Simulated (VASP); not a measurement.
# OsPd4 (P6/mmm) in VASP: relaxation of cell and atoms with PBE

Aim: the relaxation of cell and atoms of OsPd4 with PBE.

All numbers are computed with VASP 6.6.1; they aren't measurements. Logs are shortened: lines on timing, memory, paths and dates and some standing lists are left out, and cuts for length are marked.

**1. The cell of the first run**

Symmetry: P6/mmm, No. 191, hexagonal system. The conventional cell has a = 4.521 Å, b = 4.521 Å, c = 5.227 Å, α = 90.00°, β = 90.00°, γ = 120.00°. Pd (site symmetry -6m2) has 5 Pd at 2.61 Å within 3.4 Å. Within 3.4 Å of Pd (site symmetry -6m2) lie 5 Pd at 2.61 Å and 3 Os at 2.61 Å. Within 3.4 Å of Os (site symmetry 6/mmm) lie 6 Pd at 2.61 Å.

The cell was generated, and may not be a known phase.

**2. Relaxation of cell and atoms, PBE, collinear spin**

File INCAR:

```
SYSTEM = OsPd4
  PREC = Accurate
  ENCUT = 600
  EDIFF = 1E-7
  ISMEAR = 0
  SIGMA = 0.1
  LREAL = .FALSE.
  LASPH = .TRUE.
  NELM = 200
  ALGO = Normal
  ISIF = 3
  LWAVE = .FALSE.
  LCHARG = .FALSE.
  ISPIN = 2
  MAGMOM = 0.17 0.17 0.22 0.22 1.73
  LORBIT = 11
  LMAXMIX = 4
  GGA = PE
  IBRION = 2
  NSW = 100
  EDIFFG = -0.01
  GGA_COMPAT = .FALSE.
  NELMIN = 4
  KPAR = 4
```

File KPOINTS:

```
regular mesh
0
G
  12 12 8
  0 0 0
```

File POSCAR:

```
OsPd4
1.0
    4.5212771796      0.0000000000      0.0000000000
   -2.2606385898      3.9155408951      0.0000000000
    0.0000000000      0.0000000000      5.2268264928
Pd Os
4 1
Direct
    0.3333333333      0.6666666667      0.0000000000
    0.6666666667      0.3333333333      0.0000000000
    0.3333333333      0.6666666667      0.5000000000
    0.6666666667      0.3333333333      0.5000000000
    0.0000000000      0.0000000000      0.5000000000
```

Potentials or basis: VASP PAW PBE potentials, release 64 (Pd, Os).

Launch:

```sh
$ cat potpaw_PBE.64/Pd/POTCAR potpaw_PBE.64/Os/POTCAR > POTCAR
$ mpirun -np 4 vasp_std > vasp.out
```

OUTCAR:

```text
SYSTEM = OsPd4
   PREC = Accurate
   ENCUT = 600
   EDIFF = 1E-7
   ISMEAR = 0
   LREAL = .FALSE.
   LASPH = .TRUE.
   NELM = 200
   ISIF = 3
   ISPIN = 2
   LORBIT = 11
   GGA = PE
   IBRION = 2
   NSW = 100
   EDIFFG = -0.01
   NELMIN = 4

 ion  position               nearest neighbor table
   1  0.333  0.667  0.000-   2 2.61   2 2.61   2 2.61   3 2.61   3 2.61
   2  0.667  0.333  0.000-   1 2.61   1 2.61   1 2.61   4 2.61   4 2.61
   3  0.333  0.667  0.500-   5 2.61   4 2.61   4 2.61   5 2.61   5 2.61   4 2.61   1 2.61   1 2.61

   4  0.667  0.333  0.500-   3 2.61   5 2.61   3 2.61   5 2.61   5 2.61   3 2.61   2 2.61   2 2.61

   5  0.000  0.000  0.500-   3 2.61   4 2.61   4 2.61   3 2.61   4 2.61   3 2.61

  LATTYP: Found a hexagonal cell.
 ALAT       =     4.5212771796
 C/A-ratio  =     1.1560508868

  Lattice vectors:

 A1 = (   4.5212771796,   0.0000000000,   0.0000000000)
 A2 = (  -2.2606385898,   3.9155408951,   0.0000000000)
 A3 = (   0.0000000000,   0.0000000000,   5.2268264928)

Analysis of symmetry for initial positions (statically):
=====================================================================
 Subroutine PRICEL returns:
 Original cell was already a primitive cell.

 Routine SETGRP: Setting up the symmetry group for a
 hexagonal supercell.

 Subroutine GETGRP returns: Found 24 space group operations
 (whereof 24 operations were pure point group operations)
 out of a pool of 24 trial point group operations.

The static configuration has the point symmetry D_6h.

Analysis of symmetry for dynamics (positions and initial velocities):
=====================================================================
 Subroutine PRICEL returns:
 Original cell was already a primitive cell.

 Routine SETGRP: Setting up the symmetry group for a
 hexagonal supercell.

 Subroutine GETGRP returns: Found 24 space group operations
 (whereof 24 operations were pure point group operations)
 out of a pool of 24 trial point group operations.

The dynamic configuration has the point symmetry D_6h.

Analysis of structural, dynamic, and magnetic symmetry:
=====================================================================
 Subroutine PRICEL returns:
 Original cell was already a primitive cell.

 Routine SETGRP: Setting up the symmetry group for a
 hexagonal supercell.

[... 125 lines left out ...]
   ISMEAR =     0;   SIGMA  =   0.10  broadening in eV -4-tet -1-fermi 0-gaus
   EFERMI_NEDOS =   21; number of points for ismear=-14 and -15
   IALGO  =     38    algorithm
   IMIX   =      4    mixing-type and parameters
     AMIX     =   0.40;   BMIX     =  1.00
     AMIX_MAG =   1.60;   BMIX_MAG =  1.00
  volume/ion in A,a.u.               =      18.51       124.89
  Fermi-wavevector in a.u.,A,eV,Ry     =   1.315401  2.485748 23.541895  1.730280
  Thomas-Fermi vector in A             =   2.445586
   LORBIT       =     11    0 simple, 1 ext, 2 COOP (PROOUT), +10 PAW based schemes
   GGA     = PE    functional components
   LHFCALC =     F    Hartree Fock is set to
   AEXX    =    0.0000 exact exchange contribution
   IVDW    =     0    specifies the selected vdW correction
   LEPSILON=     F    determine dielectric tensor
   LRPA    =     F    only Hartree local field effects (RPA)
 conjugate gradient relaxation of ions
 spin polarized calculation
 Gauss-broadening in eV      SIGMA  =   0.10
  energy-cutoff  :      600.00
  volume of cell :       92.53
 maximum number of plane-waves:      3126
   NGX = 19   NGY = 19   NGZ = 21

--------------------------------------- Ionic step        1  -------------------------------------------

 number of electron      48.0000000 magnetization       2.3599763

 Free energy of the ion-electron system (eV)
  ---------------------------------------------------
  ext. energy  EPLUGINS =         0.00000000
  ---------------------------------------------------
  free energy    TOTEN  =       -27.53138419 eV

  energy without entropy =      -27.51192212  energy(sigma->0) =      -27.52165316

------------------------ aborting loop because EDIFF is reached ----------------------------------------

  FORCE on cell =-STRESS in cart. coord.  units (eV):
  Direction    XX          YY          ZZ          XY          YZ          ZX
  --------------------------------------------------------------------------------------
  -------------------------------------------------------------------------------------
  Total        0.6583236      0.6583236      0.0085077      0.0000000      0.0000000      0.0000000
  in kB       11.3987972     11.3987972      0.1473095      0.0000000      0.0000000      0.0000000
  external PRESSURE =       7.6483013 kB  Pullay stress =       0.0000000 kB
[... 143 lines left out ...]
--------------------------------------- Ionic step        5  -------------------------------------------

 number of electron      48.0000004 magnetization       2.3662349

 Free energy of the ion-electron system (eV)
  ---------------------------------------------------
  ext. energy  EPLUGINS =         0.00000000
  ---------------------------------------------------
  free energy    TOTEN  =       -27.53301793 eV

  energy without entropy =      -27.51332939  energy(sigma->0) =      -27.52317366

 E-fermi :   6.5979     XC(G=0): -11.7136

 val. band max:        6.5932082339   @ k =   0.3333   0.2500   0.0000
 cond. band min:       6.6051825216   @ k =   0.2500  -0.0000   0.2500
 fundamental gap:      0.0119742877
 Fermi energy:         6.5978952241

 spin component 1

 k-point     1 :       0.0000    0.0000    0.0000
  band No.  band energies     occupation
      1      -0.4469      1.00000
      2       1.5284      1.00000
      3       2.4620      1.00000
      4       2.4620      1.00000
      5       2.8306      1.00000
      6       2.8848      1.00000
[... 757 lines left out ...]
     28       8.7717      0.00000
     29       9.9537      0.00000

 [... further k-points ...]

 spin component 2

 k-point     1 :       0.0000    0.0000    0.0000
  band No.  band energies     occupation
      1      -0.3097      1.00000
      2       1.6973      1.00000
      3       2.5524      1.00000
      4       2.5524      1.00000
      5       2.9246      1.00000
      6       3.0858      1.00000
[... 791 lines left out ...]
  FREE ENERGIE OF THE ION-ELECTRON SYSTEM (eV)
  ---------------------------------------------------
  free  energy   TOTEN  =       -27.5330179307 eV

  energy  without entropy=      -27.5133293872  energy(sigma->0) =      -27.52317366

 reached required accuracy - stopping structural energy minimisation

 total charge

# of ion       s       p       d       tot
------------------------------------------
    1        0.437   0.308   8.519   9.264
    2        0.437   0.308   8.519   9.264
    3        0.593   0.553   8.474   9.620
    4        0.593   0.553   8.474   9.620
    5        0.599   0.401   5.768   6.768
--------------------------------------------------
tot          2.658   2.124  39.754  44.536

 magnetization (x)

# of ion       s       p       d       tot
------------------------------------------
    1       -0.004  -0.012   0.116   0.100
    2       -0.004  -0.012   0.116   0.100
    3       -0.008  -0.012   0.163   0.143
    4       -0.008  -0.012   0.163   0.143
    5        0.074   0.010   1.714   1.797
--------------------------------------------------
tot          0.050  -0.039   2.272   2.283
```

OSZICAR:

```text
N       E                     dE             d eps       ncg     rms          rms(c)
DAV:   1     0.345868557595E+03    0.34587E+03   -0.25771E+04 11020   0.175E+03
DAV:   2    -0.111305272981E+02   -0.35700E+03   -0.33935E+03 11662   0.396E+02
DAV:   3    -0.286949300259E+02   -0.17564E+02   -0.15895E+02 14114   0.794E+01
DAV:   4    -0.292925897047E+02   -0.59766E+00   -0.58438E+00 12233   0.153E+01
[... 55 lines left out ...]
DAV:   4    -0.275330173321E+02    0.96876E-05   -0.33254E-05 13224   0.749E-02    0.114E-02
DAV:   5    -0.275330181496E+02   -0.81754E-06   -0.86072E-06 15157   0.243E-02    0.965E-03
DAV:   6    -0.275330177105E+02    0.43913E-06   -0.37463E-06 15253   0.181E-02    0.411E-03
DAV:   7    -0.275330178599E+02   -0.14939E-06   -0.28914E-07  8421   0.440E-03    0.145E-03
DAV:   8    -0.275330179307E+02   -0.70840E-07   -0.79460E-08  5625   0.209E-03
   5 F= -.27533018E+02 E0= -.27523174E+02  d E =-.102435E-04  mag=     2.3662
```

It took 8.8 min on 4 MPI ranks of Intel Xeon Platinum 8259CL at 2.50GHz (Skylake/Cascade Lake), shared host; peak memory 0.61 GiB.

What came out:

| Property | Result |
| --- | --- |
| Free energy | -27.5330 eV |
| Relaxed volume | 18.59 Å³/atom |
| Relaxed cell | a = 4.533 Å, b = 4.533 Å, c = 5.224 Å, α = 90.00°, β = 90.00°, γ = 120.00° |
| Space group after relaxing (to 0.1 Å) | P6/mmm (No. 191) |
| Energy gained by relaxing | 0.3 meV/atom |
| Ionic steps | 5 |
| Pressure after relaxing | 0.0 GPa |
| Net moment | 2.37 μB per cell |
| Site moments | Pd +0.10, +0.14 (each value once); Os +1.80 μB |
| Valence electrons inside the program's atomic spheres | Pd 9.26, 9.62 (each value once); Os 6.77 |

The path:
```tsv
step	energy change (eV)	largest force (eV/Å)	pressure (GPa)	volume (Å³)
1	0.0000	0.0000	0.76	92.53
2	0.0021	0.0000	-1.19	93.72
3	-0.0016	0.0000	-0.03	93.00
4	-0.0016	0.0000	-0.04	93.01
5	-0.0016	0.0000	0.00	92.97
```

Final structure:
```xyz
5
Lattice="4.5329 0.0000 0.0000 -2.2665 3.9256 0.0000 0.0000 0.0000 5.2245" Properties=species:S:1:pos:R:3 pbc="T T T"
Pd    0.0000    2.6171    5.2245
Pd    2.2665    1.3085    0.0000
Pd    0.0000    2.6171    2.6122
Pd    2.2665    1.3085    2.6122
Os    0.0000    0.0000    2.6122
```

Caveat: spin-orbit coupling is left out, which moves the levels of the heavy elements.
